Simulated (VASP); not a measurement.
MgSi24: single point with LDA

MgSi24, a slab with vacuum:

```
Si Mg
1.0
     7.60337    0.00000    0.00000
    -3.80169    6.58471    0.00000
     0.00000    0.00000   22.45248
Si Mg
24 1
Direct
  0.33333 0.16667 0.17815
  0.33333 0.66667 0.17815
  0.83333 0.16667 0.17815
  0.83333 0.66667 0.17815
  0.16667 0.33333 0.21347
  0.16667 0.83333 0.21347
  0.66667 0.33333 0.21347
  0.66667 0.83333 0.21347
  0.16667 0.33333 0.31820
  0.16667 0.83333 0.31820
  0.66667 0.33333 0.31820
  0.66667 0.83333 0.31820
  0.33333 0.16667 0.35208
  0.33333 0.66667 0.35208
  0.83333 0.16667 0.35208
  0.83333 0.66667 0.35208
  0.33333 0.16667 0.45808
  0.33333 0.66667 0.45808
  0.83333 0.16667 0.45808
  0.83333 0.66667 0.45808
  0.16667 0.33333 0.48781
  0.16667 0.83333 0.48781
  0.66667 0.33333 0.48781
  0.66667 0.83333 0.48781
  0.25000 0.66667 0.57370
```

| Quantity | Value |
| --- | --- |
| Program | VASP 6.6.1 |
| Task | single point |
| Functional | LDA |
| Potentials or basis | VASP PAW LDA potentials, release 64 (Si, Mg) |
| Cutoff | 520 eV |
| k mesh | 6 × 6 × 1 |
| Occupations | gaussian, width 0.05 eV |
| Spin | no spin polarisation |

| Property | Result |
| --- | --- |
| Largest force | 1.678 eV/Å |
| Band gap on the k mesh | zero (bands 49 and 50 overlap by 0.01 eV) |

Forces in eV/Å, atoms in the order of the input:
```
Si  -0.019  0.003  0.588
Si   0.000  0.001  0.611
Si   0.039 -0.019  0.476
Si  -0.012  0.025  0.556
Si  -0.025  0.019 -0.749
Si   0.028 -0.017 -0.752
Si   0.030 -0.015 -0.796
Si  -0.023  0.008 -0.741
Si   0.034  0.046  0.149
Si   0.040 -0.010  0.150
Si   0.005  0.002  0.141
Si  -0.040 -0.046  0.126
Si  -0.038  0.010  0.041
Si   0.025  0.006  0.051
Si  -0.005 -0.021 -0.040
Si  -0.043  0.009 -0.004
Si   0.143  0.147 -0.151
Si   0.277 -0.041 -1.654
Si  -0.093  0.018 -0.202
Si  -0.083 -0.155 -0.211
Si  -0.130  0.351  0.964
Si  -0.164  0.131  0.659
Si   0.014  0.011  0.176
Si  -0.225 -0.081  0.635
Mg   0.268 -0.381 -0.023
```

Levels at points of the mesh, in eV from the Fermi level:
```tsv
k point	band 45	band 46	band 47	band 48	band 49	band 50	band 51	band 52	band 53	band 54
(0.00, 0.00, 0.00)	-0.65	-0.64	-0.12	-0.07	0.02	0.03	0.08	0.18	0.59	0.69
(0.50, 0.00, 0.00)	-0.87	-0.77	-0.57	-0.24	0.02	0.08	0.14	0.30	0.91	1.28
(0.00, 0.50, 0.00)	-0.88	-0.75	-0.52	-0.29	0.02	0.04	0.18	0.29	0.92	1.30
(0.50, 0.50, 0.00)	-0.88	-0.73	-0.52	-0.30	0.01	0.04	0.20	0.28	0.91	1.36
```

Run time: 94 min on 1 thread of Oxide Virtual Turin-like Processor (shared host), peak memory 1.4 GiB.
